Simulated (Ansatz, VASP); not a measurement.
**AlIn2As3 in VASP and in Ansatz**

Contents of INCAR:

```
ALGO = Normal ; EDIFF = 1E-7
EDIFFG = -0.08 ; ENCUT = 500
GGA = PE ; GGA_COMPAT = F
IBRION = 2 ; ISIF = 3
ISMEAR = 0 ; LASPH = T
LCHARG = F ; LREAL = F
LWAVE = F ; NELM = 120
NELMIN = 4 ; NSW = 36
PREC = Accurate ; SIGMA = 0.2
```

File KPOINTS:

```
k-points
0
Gamma
  5 5 2
```

File POSCAR:

```
AlIn2As3
1.0
    4.1900000000      0.0000000000      0.0000000000
   -2.0950000000      3.6286464400      0.0000000000
    0.0000000000      0.0000000000     10.2500000000
Al In As
1 2 3
Direct
    0.0000000000      0.0000000000      0.0000000000
    0.6666666700      0.3333333300      0.6667000000
    0.3333333300      0.6666666700      0.3333000000
    0.6666666700      0.3333333300      0.9167000000
    0.0000000000      0.0000000000      0.2500000000
    0.3333333300      0.6666666700      0.5833000000
```

Input for Ansatz:

```yaml
crystal:
  lattice:
    - [4.19, 0.0, 0.0]
    - [-2.095, 3.62864644, 0.0]
    - [0.0, 0.0, 10.25]
  atoms:
    - { symbol: Al, position: [0.0, 0.0, 0.0] }
    - { symbol: In, position: [0.66666667, 0.33333333, 0.6667] }
    - { symbol: In, position: [0.33333333, 0.66666667, 0.3333] }
    - { symbol: As, position: [0.66666667, 0.33333333, 0.9167] }
    - { symbol: As, position: [0.0, 0.0, 0.25] }
    - { symbol: As, position: [0.33333333, 0.66666667, 0.5833] }
basis:
  ecutwfc: 420
kpoints:
  mp_grid: { grid: [5, 5, 2] }
hamiltonian:
  xc: pbe
scf:
  occupations: { method: gaussian, width: 0.2 }
  lower_state_search: "off"
output:
  forces: true
  stress: true
  eigenvalues: true
relax:
  adjacent_minimum: "off"
  f_tol: 0.08
  max_steps: 16
  cell: { stress_tol: 0.8 }
```

Alike in both runs: task relaxation of cell and atoms; functional PBE; k mesh 5 × 5 × 2; occupations gaussian, width 0.2 eV; no spin polarisation.

|  | VASP | Ansatz |
| --- | --- | --- |
| version | VASP 6.6.1 | Ansatz 0.2.0 |
| potentials or method | VASP PAW PBE potentials, release 64 (Al, In_d, As), cutoff 500 eV | scalar-relativistic, plane waves, PAW |
| valence electrons in the cell | 44 | 74 |

Ansatz gave:

| Property | Result |
| --- | --- |
| gap on the k mesh at the Fermi level, each at its own relaxed structure (eV) | none |
| relaxed volume (Å³/atom) | 27.55 |
| relaxed length of the cell vector where the two differ most in proportion (Å) | 4.275 |

Question: Estimate VASP's values.

Answer: gap on the k mesh at the Fermi level, each at its own relaxed structure (eV): none; relaxed volume (Å³/atom): 27.53; relaxed length of the cell vector where the two differ most in proportion (Å): 4.274.

A gap of «none» marks a metal or a gap that the smearing closes. VASP's potentials hold 44 valence electrons a cell and Ansatz's 74, so a difference there can come from the potentials and not from the codes.
